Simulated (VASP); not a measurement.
# C (P6_3/mmc) in VASP: further runs

The runs below take C through single point, with PBE+D3(BJ).

Program: VASP 6.6.1. These are calculated values, not measurements. Logs are shortened: lines on timing, memory, paths and dates and some standing lists are left out, and cuts for length are marked.

### Step 1. The cell of the first run

The structure is hexagonal, space group P6_3/mmc (No. 194). Conventional cell: a = 2.662 Å, b = 2.662 Å, c = 6.199 Å, α = 90.00°, β = 90.00°, γ = 120.00°. Within 2.0 Å of C (site symmetry -6m2) lie 3 C at 1.54 Å. C (site symmetry -6m2) has 3 C at 1.54 Å within 2.0 Å.

### Step 2. Single point, PBE+D3(BJ) (strain +0.080 along x and y, -0.080 along z)

INCAR

```
  ALGO = Normal
  EDIFF = 1E-7
  ENCUT = 520
  GGA = PE
  ISIF = 2
  ISMEAR = 0
  IVDW = 12
  LASPH = T
  LCHARG = T
  LELF = T
  LREAL = F
  LVHAR = T
  LWAVE = F
  NBANDS = 16
  NELM = 100
  PREC = Accurate
  SIGMA = 0.15
```

KPOINTS

```
k-points
0
Gamma
  24 24 8
```

POSCAR

```
C
1.0
    2.6621780387      0.0000000000      0.0000000000
   -1.3310890193      2.3055138109      0.0000000000
    0.0000000000      0.0000000000      6.1993580202
C
4
Direct
    0.0000000000      0.0000000000      0.0025000000
    0.0000000000      0.0000000000      0.5025000000
    0.3333333333      0.6666666667      0.0025000000
    0.6666666667      0.3333333333      0.5025000000
```

Potentials or basis: VASP PAW PBE potentials, release 64 (C).

On the command line:

```sh
$ cat potpaw_PBE.64/C/POTCAR > POTCAR
$ mpirun -np 1 vasp_std > vasp.out
```

OUTCAR:

```text
EDIFF = 1E-7
   ENCUT = 520
   GGA = PE
   ISIF = 2
   ISMEAR = 0
   IVDW = 12
   LASPH = T
   LREAL = F
   NELM = 100
   PREC = Accurate
 IVDW          = 12

 ion  position               nearest neighbor table
   1  0.000  0.000  0.002-   3 1.54   3 1.54   3 1.54
   2  0.000  0.000  0.502-   4 1.54   4 1.54   4 1.54
   3  0.333  0.667  0.002-   1 1.54   1 1.54   1 1.54
   4  0.667  0.333  0.502-   2 1.54   2 1.54   2 1.54

  LATTYP: Found a hexagonal cell.
 ALAT       =     2.6621780387
 C/A-ratio  =     2.3286789727

  Lattice vectors:

 A1 = (   2.6621780387,   0.0000000000,   0.0000000000)
 A2 = (  -1.3310890193,   2.3055138109,   0.0000000000)
 A3 = (   0.0000000000,   0.0000000000,   6.1993580202)

Analysis of symmetry for initial positions (statically):
=====================================================================
 Subroutine PRICEL returns:
 Original cell was already a primitive cell.

 Routine SETGRP: Setting up the symmetry group for a
 hexagonal supercell.

 Subroutine GETGRP returns: Found 24 space group operations
 (whereof  6 operations were pure point group operations)
 out of a pool of 24 trial point group operations.

The static configuration has the point symmetry C_3v.
 The point group associated with its full space group is D_6h.

Analysis of symmetry for dynamics (positions and initial velocities):
=====================================================================
 Subroutine PRICEL returns:
 Original cell was already a primitive cell.

 Routine SETGRP: Setting up the symmetry group for a
 hexagonal supercell.

 Subroutine GETGRP returns: Found 24 space group operations
 (whereof  6 operations were pure point group operations)
 out of a pool of 24 trial point group operations.

The dynamic configuration has the point symmetry C_3v.
 The point group associated with its full space group is D_6h.

 Subroutine INISYM returns: Found 24 space group operations
 (whereof  6 operations are pure point group operations),
 and found     1 'primitive' translations

----------------------------------------------------------------------------------------

                                     Primitive cell

  volume of cell :      38.0497

  direct lattice vectors                    reciprocal lattice vectors
     2.662178039  0.000000000  0.000000000     0.375632278  0.216871397  0.000000000
    -1.331089019  2.305513811  0.000000000     0.000000000  0.433742793  0.000000000
     0.000000000  0.000000000  6.199358020     0.000000000  0.000000000  0.161307025

  length of vectors
     2.662178039  2.662178039  6.199358020     0.433742793  0.433742793  0.161307025

  position of ions in fractional coordinates (direct lattice)
     0.000000000  0.000000000  0.002500000
     0.000000000  0.000000000  0.502500000
     0.333333333  0.666666667  0.002500000
     0.666666667  0.333333333  0.502500000

  ion indices of the primitive-cell ions
   primitive index   ion index
                 1           1
                 2           2
                 3           3
                 4           4

----------------------------------------------------------------------------------------

 KPOINTS: k-points

Automatic generation of k-mesh.
 Grid dimensions read from file:
 generate k-points for:   24   24    8

 Generating k-lattice:

  Cartesian coordinates                     Fractional coordinates (reciprocal lattice)
     0.015651345  0.009036308  0.000000000     0.041666667  0.000000000  0.000000000
     0.000000000  0.018072616  0.000000000     0.000000000  0.041666667  0.000000000
     0.000000000  0.000000000  0.020163378     0.000000000  0.000000000  0.125000000

  Length of vectors
     0.018072616  0.018072616  0.020163378

  Shift w.r.t. Gamma in fractional coordinates (k-lattice)
     0.000000000  0.000000000  0.000000000

 Subroutine IBZKPT returns following result:
 ===========================================

 Found    305 irreducible k-points:

 Following reciprocal coordinates:
            Coordinates               Weight
  0.000000  0.000000  0.000000      1.000000
  0.041667  0.000000  0.000000      6.000000
  0.083333  0.000000  0.000000      6.000000
  0.125000  0.000000  0.000000      6.000000
  0.166667  0.000000  0.000000      6.000000
  0.208333 -0.000000  0.000000      6.000000
[... 16 lines left out ...]
  0.416667  0.041667  0.000000     12.000000
  0.458333  0.041667  0.000000     12.000000
 [... further k-points ...]
   k-points           NKPTS =    305   k-points in BZ     NKDIM =    305   number of bands    NBANDS=     16
   number of dos      NEDOS =    301   number of ions     NIONS =      4
   total plane-waves  NPLWV =  19200
   dimension x,y,z NGX =    20 NGY =   20 NGZ =   48
   dimension x,y,z NGXF=    40 NGYF=   40 NGZF=   96
   ions per type =               4
   NGX,Y,Z   is equivalent  to a cutoff of  12.49, 12.49, 12.87 a.u.
   NGXF,Y,Z  is equivalent  to a cutoff of  24.98, 24.98, 25.74 a.u.
 SYSTEM =  unknown system
   PREC   = accura    normal or accurate (medium, high low for compatibility)
   ISTART =      0    job   : 0-new  1-cont  2-samecut
   ICHARG =      2    charge: 1-file 2-atom 10-const
   ISPIN  =      1    spin polarized calculation?
   LNONCOLLINEAR =      F non collinear calculations
   LSORBIT =      F    spin-orbit coupling
   LASPH  =      T    aspherical Exc in radial PAW
   ENCUT  =  520.0 eV  38.22 Ry    6.18 a.u.   4.95  4.95 11.53*2*pi/ulx,y,z
   NELM   =    100;   NELMIN=  2; NELMDL= -5     # of ELM steps
   EDIFF  = 0.1E-06   stopping-criterion for ELM
   LREAL  =      F    real-space projection
   EDIFFG = 0.1E-05   stopping-criterion for IOM
   NSW    =      0    number of steps for IOM
   IBRION =     -1    ionic relax: 0-MD 1-quasi-New 2-CG
   NFREE  =      0    steps in history (QN), initial steepest desc. (CG)
   ISIF   =      2    stress and relaxation
   ISYM   =      2    0-nonsym 1-usesym 2-fastsym
   POTIM  = 0.5000    time-step for ionic-motion
   TEBEG  =    0.0;   TEEND  =   0.0 temperature during run
   PSTRESS=    0.0 pullay stress
   NELECT =      16.0000    total number of electrons
   NUPDOWN=      -1.0000    fix difference up-down
   EMIN   =  10.00;   EMAX   =-10.00  energy-range for DOS
   EFERMI =   0.00;   METHOD = LEGACY
   ISMEAR =     0;   SIGMA  =   0.15  broadening in eV -4-tet -1-fermi 0-gaus
   EFERMI_NEDOS =   21; number of points for ismear=-14 and -15
   IALGO  =     38    algorithm
   IMIX   =      4    mixing-type and parameters
     AMIX     =   0.40;   BMIX     =  1.00
     AMIX_MAG =   1.60;   BMIX_MAG =  1.00
  volume/ion in A,a.u.               =       9.51        64.19
  Fermi-wavevector in a.u.,A,eV,Ry     =   1.226491  2.317732 20.466969  1.504280
  Thomas-Fermi vector in A             =   2.361490
   LORBIT       =      0    0 simple, 1 ext, 2 COOP (PROOUT), +10 PAW based schemes
   GGA     = PE    functional components
   LHFCALC =     F    Hartree Fock is set to
   AEXX    =    0.0000 exact exchange contribution
   IVDW    =    12    specifies the selected vdW correction
   LEPSILON=     F    determine dielectric tensor
   LRPA    =     F    only Hartree local field effects (RPA)
 non-spin polarized calculation
 Gauss-broadening in eV      SIGMA  =   0.15
  energy-cutoff  :      520.00
  volume of cell :       38.05
 maximum number of plane-waves:      1050
 NGX is ok and might be reduce to    20
   NGX =  9   NGY =  9   NGZ = 23

 number of electron      16.0000001 magnetization

 Free energy of the ion-electron system (eV)
  ---------------------------------------------------
  ext. energy  EPLUGINS =         0.00000000
  ---------------------------------------------------
  free energy    TOTEN  =       -35.34497513 eV

  energy without entropy =      -35.34418070  energy(sigma->0) =      -35.34457791

 E-fermi :   4.0115     XC(G=0): -10.3637

 val. band max:        4.0026401057   @ k =   0.3333   0.3333   0.2500
 cond. band min:       4.0366587792   @ k =   0.3333   0.3333   0.3750
 fundamental gap:      0.0340186735
 Fermi energy:         4.0114644307

 k-point     1 :       0.0000    0.0000    0.0000
  band No.  band energies     occupation
      1     -13.9843      2.00000
      2     -13.3970      2.00000
      3      -3.4821      2.00000
      4      -0.4501      2.00000
      5       0.9861      2.00000
      6       0.9861      2.00000
[... 8 lines left out ...]
     15      11.9634      0.00000
     16      12.7102      0.00000

 k-point     2 :       0.0417    0.0000    0.0000
  band No.  band energies     occupation
      1     -13.9480      2.00000
      2     -13.3619      2.00000
      3      -3.4398      2.00000
      4      -0.4131      2.00000
      5       0.8199      2.00000
      6       0.8893      2.00000
[... 8 lines left out ...]
     15      12.0635      0.00000
     16      12.6002      0.00000

 k-point     3 :       0.0833    0.0000    0.0000
  band No.  band energies     occupation
      1     -13.8394      2.00000
      2     -13.2569      2.00000
      3      -3.3131      2.00000
      4      -0.3024      2.00000
      5       0.3537      2.00000
      6       0.4502      2.00000
[... 8 lines left out ...]
     15      12.2777      0.00000
     16      12.4133      0.00000

 k-point     4 :       0.1250    0.0000    0.0000
  band No.  band energies     occupation
      1     -13.6588      2.00000
      2     -13.0821      2.00000
      3      -3.1027      2.00000
      4      -0.3397      2.00000
      5      -0.2091      2.00000
      6      -0.1195      2.00000
[... 8 lines left out ...]
     15      12.3327      0.00000
     16      12.6698      0.00000

 k-point     5 :       0.1667    0.0000    0.0000
  band No.  band energies     occupation
      1     -13.4069      2.00000
      2     -12.8384      2.00000
      3      -2.8100      2.00000
      4      -1.1843      2.00000
      5      -1.0173      2.00000
      6       0.0631      2.00000
[... 8 lines left out ...]
     15      13.0622      0.00000
     16      13.4017      0.00000

 k-point     6 :       0.2083   -0.0000    0.0000
  band No.  band energies     occupation
      1     -13.0846      2.00000
      2     -12.5266      2.00000
      3      -2.4368      2.00000
      4      -2.1184      2.00000
      5      -1.9150      2.00000
      6      -0.3019      2.00000
[... 8 lines left out ...]
     15      14.0199      0.00000
     16      14.2063      0.00000
[... 267 lines left out ...]
 k-point    21 :       0.3333    0.0417    0.0000
  band No.  band energies     occupation
      1     -11.4066      2.00000
      2     -10.9088      2.00000
      3      -5.5274      2.00000
      4      -5.2157      2.00000
      5      -1.4989      2.00000
      6      -1.3421      2.00000
[... 8 lines left out ...]
     15      17.2401      0.00000
     16      17.9208      0.00000

 k-point    22 :       0.3750    0.0417    0.0000
  band No.  band energies     occupation
      1     -10.8060      2.00000
      2     -10.3366      2.00000
      3      -6.4345      2.00000
      4      -6.1029      2.00000
      5      -1.6972      2.00000
      6      -1.5365      2.00000
[... 8 lines left out ...]
     15      17.8073      0.00000
     16      18.2130      0.00000

 k-point    23 :       0.4167    0.0417    0.0000
  band No.  band energies     occupation
      1     -10.1795      2.00000
      2      -9.7589      2.00000
      3      -7.2459      2.00000
      4      -6.9182      2.00000
      5      -1.8317      2.00000
      6      -1.6686      2.00000
[... 8 lines left out ...]
     15      17.8518      0.00000
     16      19.0249      0.00000

 k-point    24 :       0.4583    0.0417    0.0000
  band No.  band energies     occupation
      1      -9.6282      2.00000
      2      -9.3313      2.00000
      3      -7.7953      2.00000
      4      -7.5616      2.00000
      5      -1.8997      2.00000
      6      -1.7354      2.00000
[... 8 lines left out ...]
     15      17.8860      0.00000
     16      18.7121      0.00000

 [... further k-points ...]

------------------------ aborting loop because EDIFF is reached ----------------------------------------

 Edisp (eV)   -0.62206

 E8    (eV) :    -0.1785

  FORCE on cell =-STRESS in cart. coord.  units (eV):
  Direction    XX          YY          ZZ          XY          YZ          ZX
  --------------------------------------------------------------------------------------
  -------------------------------------------------------------------------------------
  Total     -17.82354   -17.82354     1.10920    -0.00000     0.00000    -0.00000
  in kB    -750.50416  -750.50416    46.70550    -0.00000     0.00000    -0.00000
  external pressure =     -484.77 kB  Pullay stress =        0.00 kB

 VOLUME and BASIS-vectors are now :
 -----------------------------------------------------------------------------
  energy-cutoff  :      520.00
  volume of cell :       38.05
      direct lattice vectors                 reciprocal lattice vectors
     2.662178039  0.000000000  0.000000000     0.375632278  0.216871397  0.000000000
    -1.331089019  2.305513811  0.000000000     0.000000000  0.433742793  0.000000000
     0.000000000  0.000000000  6.199358020     0.000000000  0.000000000  0.161307025

 POSITION                                       TOTAL-FORCE (eV/Angst)
 -----------------------------------------------------------------------------------
      0.00000      0.00000      0.01550         0.000000     -0.000000      0.000000
      0.00000      0.00000      3.11518        -0.000000      0.000000      0.000000
     -0.00000      1.53701      0.01550        -0.000000      0.000000     -0.000000
      1.33109      0.76850      3.11518         0.000000     -0.000000     -0.000000
 -----------------------------------------------------------------------------------
    total drift:                                0.000000      0.000000      0.000004

  FREE ENERGIE OF THE ION-ELECTRON SYSTEM (eV)
  ---------------------------------------------------
  free  energy   TOTEN  =       -35.9670398179 eV

  energy  without entropy=      -35.9662453842  energy(sigma->0) =      -35.96664260
```

Wall time 3.1 min (1 thread of Intel Xeon 8259CL, shared host); peak memory 0.26 GiB.

Results:

```yaml
Free_energy: -35.9670 eV
Pressure: -48.5 GPa
Band_gap_on_the_k_mesh: zero (bands 8 and 9 overlap by 0.08 eV)
Dispersion_energy_per_atom: -0.156 eV
```

Stress tensor (GPa, compression positive):
```
-75.05   0.00   0.00
  0.00 -75.05   0.00
  0.00   0.00   4.67
```

Levels at points of the mesh, in eV from the Fermi level:
| k point | band 5 | band 6 | band 7 | band 8 | band 9 | band 10 | band 11 | band 12 |
| --- | --- | --- | --- | --- | --- | --- | --- | --- |
| (0.00, 0.00, 0.00) | -3.03 | -3.03 | -2.97 | -2.97 | 6.01 | 6.92 | 6.92 | 7.04 |
| (0.50, 0.00, 0.00) | -5.79 | -5.64 | -2.65 | -1.59 | 1.62 | 2.24 | 4.98 | 5.65 |
| (0.00, 0.00, 0.50) | -3.00 | -3.00 | -3.00 | -3.00 | 6.98 | 6.98 | 6.98 | 6.98 |
| (0.50, 0.00, 0.50) | -5.72 | -5.72 | -1.92 | -1.92 | 1.52 | 1.52 | 5.32 | 5.32 |

Caveat: the cell differs from its parent crystal (strain +0.080 along x and y, -0.080 along z); the stress differs along the axes, from -75 to 5 GPa.

### Step 3. Single point, PBE+D3(BJ) (strain +0.000 along x and y, +0.080 along z)

INCAR

```
  ALGO = Normal
  EDIFF = 1E-6
  ENCUT = 520
  GGA = PE
  ISIF = 2
  ISMEAR = 0
  IVDW = 12
  LASPH = True
  LCHARG = True
  LELF = True
  LREAL = False
  LVHAR = True
  LWAVE = False
  NBANDS = 16
  NELM = 100
  PREC = Accurate
  SIGMA = 0.15
```

KPOINTS is that of step 2.

POSCAR

```
C
1.0
    2.4649796655      0.0000000000      0.0000000000
   -1.2324898327      2.1347350101      0.0000000000
    0.0000000000      0.0000000000      7.2775072412
C
4
Direct
    0.0000000000      0.0000000000      0.0025000000
    0.0000000000      0.0000000000      0.5025000000
    0.3333333333      0.6666666667      0.0025000000
    0.6666666667      0.3333333333      0.5025000000
```

Potentials or basis: VASP PAW PBE potentials, release 64 (C).

On the command line:

```sh
$ cat potpaw_PBE.64/C/POTCAR > POTCAR
$ mpirun -np 1 vasp_std > vasp.out
```

It took 3.3 min on 1 thread of Intel Xeon 8259CL, shared host; peak memory 0.26 GiB.

It converged, with:

| Quantity | Value |
| --- | --- |
| Free energy | -37.4544 eV |
| Pressure | 0.0 GPa |
| Band gap on the k mesh | zero (bands 8 and 9 overlap by 0.01 eV) |
| Dispersion energy per atom | -0.142 eV |

Stress tensor (GPa, compression positive):
```
 0.80  0.00  0.00
 0.00  0.80  0.00
 0.00  0.00 -1.64
```

Levels at points of the mesh, in eV from the Fermi level:
| k point | band 5 | band 6 | band 7 | band 8 | band 9 | band 10 | band 11 | band 12 |
| --- | --- | --- | --- | --- | --- | --- | --- | --- |
| (0.00, 0.00, 0.00) | -3.03 | -3.03 | -3.02 | -3.02 | 3.72 | 8.32 | 8.32 | 8.34 |
| (0.50, 0.00, 0.00) | -6.42 | -6.39 | -2.60 | -2.17 | 1.51 | 1.99 | 7.29 | 7.50 |
| (0.00, 0.00, 0.50) | -3.03 | -3.03 | -3.03 | -3.03 | 5.78 | 5.78 | 8.33 | 8.33 |
| (0.50, 0.00, 0.50) | -6.41 | -6.41 | -2.36 | -2.36 | 1.66 | 1.66 | 7.39 | 7.39 |

Caveat: the cell differs from its parent crystal (strain +0.000 along x and y, +0.080 along z).

### Step 4. Single point, PBE+D3(BJ) (strain +0.040 along x and y, +0.000 along z)

INCAR

```
SYSTEM = C
ALGO = Normal
EDIFF = 1E-6
ENCUT = 520
GGA = PE
ISIF = 2
ISMEAR = 0
IVDW = 12
LASPH = .TRUE.
LCHARG = .TRUE.
LELF = .TRUE.
LREAL = .FALSE.
LVHAR = .TRUE.
LWAVE = .FALSE.
NBANDS = 16
NELM = 80
PREC = Accurate
SIGMA = 0.15
```

KPOINTS

```
k-points
0
G
  24 24 8
  0 0 0
```

POSCAR

```
C
1.0
    2.5635788521      0.0000000000      0.0000000000
   -1.2817894260      2.2201244105      0.0000000000
    0.0000000000      0.0000000000      6.7384326307
C
4
Direct
    0.0000000000      0.0000000000      0.0025000000
    0.0000000000      0.0000000000      0.5025000000
    0.3333333333      0.6666666667      0.0025000000
    0.6666666667      0.3333333333      0.5025000000
```

On the command line:

```sh
$ cat potpaw_PBE.64/C/POTCAR > POTCAR
$ mpirun -np 1 vasp_std > vasp.out
```

Wall time 3.5 min (1 thread of Intel Xeon 8259CL, shared host); peak memory 0.26 GiB.

It converged, with:

```
Free energy                : -37.0715 eV
Pressure                   : -27.7 GPa
Band gap on the k mesh     : zero (bands 8 and 9 overlap by 0.03 eV)
Dispersion energy per atom : -0.150 eV
```

Stress tensor (GPa, compression positive):
```
-41.72   0.00   0.00
  0.00 -41.72   0.00
  0.00   0.00   0.25
```

Levels at points of the mesh, in eV from the Fermi level:
| k point | band 6 | band 7 | band 8 | band 9 | band 10 | band 11 |
| --- | --- | --- | --- | --- | --- | --- |
| (0.00, 0.00, 0.00) | -3.04 | -3.02 | -3.02 | 4.70 | 7.58 | 7.58 |
| (0.50, 0.00, 0.00) | -6.03 | -2.55 | -1.85 | 1.49 | 2.10 | 6.10 |
| (0.00, 0.00, 0.50) | -3.03 | -3.03 | -3.03 | 7.31 | 7.31 | 7.61 |
| (0.50, 0.00, 0.50) | -6.06 | -2.13 | -2.13 | 1.60 | 1.60 | 6.29 |

Caveat: the cell differs from its parent crystal (strain +0.040 along x and y, +0.000 along z); the stress differs along the axes, from -42 to 0 GPa.

(Continued in part 2 of 2.)

The gap in the log of VASP goes by the Fermi energy; the results here count the filled bands.